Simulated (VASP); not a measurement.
Input of a VASP 6.6.1 run:

File POSCAR:

```
Al4N5
1.0
    3.1066653380      0.0000000000      0.0000000000
   -1.5533326690      2.6904511037      0.0000000000
    0.0000000000      0.0000000000     27.0569797326
N Al
5 4
Direct
    0.3333333333      0.6666666667      0.3141518412
    0.6666666667      0.3333333333      0.4061503734
    0.3333333333      0.6666666667      0.4973598979
    0.6666666667      0.3333333333      0.5896326821
    0.0000000000      0.0000000000      0.6602694139
    0.6666666667      0.3333333333      0.3359344817
    0.3333333333      0.6666666667      0.4279330140
    0.6666666667      0.3333333333      0.5205575778
    0.3333333333      0.6666666667      0.6193193759
```

File INCAR.step1:

```
  PREC = Accurate
  ENCUT = 520
  ISMEAR = 0
  SIGMA = 0.05
  LREAL = F
  LASPH = T
  NELM = 150
  ISPIN = 2
  MAGMOM = 0 0 0 0 3 0 0 0 0
  LDIPOL = T
  IDIPOL = 3
  DIPOL = 0.5 0.5 0.486
  NBANDS = 32
  GGA = PE
  ALGO = Normal
  EDIFF = 1E-4
  LWAVE = T
  LCHARG = F
```

File INCAR.step2:

```
  PREC = Accurate
  ENCUT = 520
  EDIFF = 1E-7
  ISMEAR = 0
  SIGMA = 0.05
  LREAL = F
  LASPH = T
  NELM = 150
  ALGO = Normal
  ISIF = 2
  LWAVE = F
  LCHARG = T
  ISPIN = 2
  MAGMOM = 0 0 0 0 3 0 0 0 0
  LORBIT = 11
  LDIPOL = T
  IDIPOL = 3
  DIPOL = 0.5 0.5 0.486
  METAGGA = R2SCAN
  LMIXTAU = T
  LELF = T
  LVHAR = T
  LVACPOTAV = T
  NBANDS = 32
  ISTART = 1
```

File KPOINTS:

```
regular mesh
0
Gamma
  9 9 1
```

Potentials or basis: VASP PAW PBE potentials, release 64 (N, Al).

Launch:

```bash
$ cat potpaw_PBE.64/N/POTCAR potpaw_PBE.64/Al/POTCAR > POTCAR
$ cp INCAR.step1 INCAR
$ mpirun -np 1 vasp_std > vasp.out
$ cp INCAR.step2 INCAR
$ mpirun -np 1 vasp_std > vasp.out
```

Q: Predict the site moments.

A: N +0.45, +0.06, +0.03, +0.33, +1.29; Al -0.01, +0.00, +0.01, -0.04 μB.

Q: Predict the net moment.

A: 3.00 μB per cell.

Q: Predict the largest force.

A: 1.949 eV/Å.

Q: Predict the band gap on the k mesh.

A: 0.16 eV.

Forces on the atoms (eV/Å):
```
N    0.000  0.000  1.949
N    0.000  0.000 -0.478
N    0.000  0.000 -0.019
N    0.000  0.000 -0.005
N    0.000  0.000 -0.023
Al   0.000  0.000 -1.847
Al   0.000  0.000  0.391
Al   0.000  0.000  0.017
Al   0.000  0.000  0.014
```

Caveat: the PAW data sets were made with another functional, which shifts forces and pressure a little.
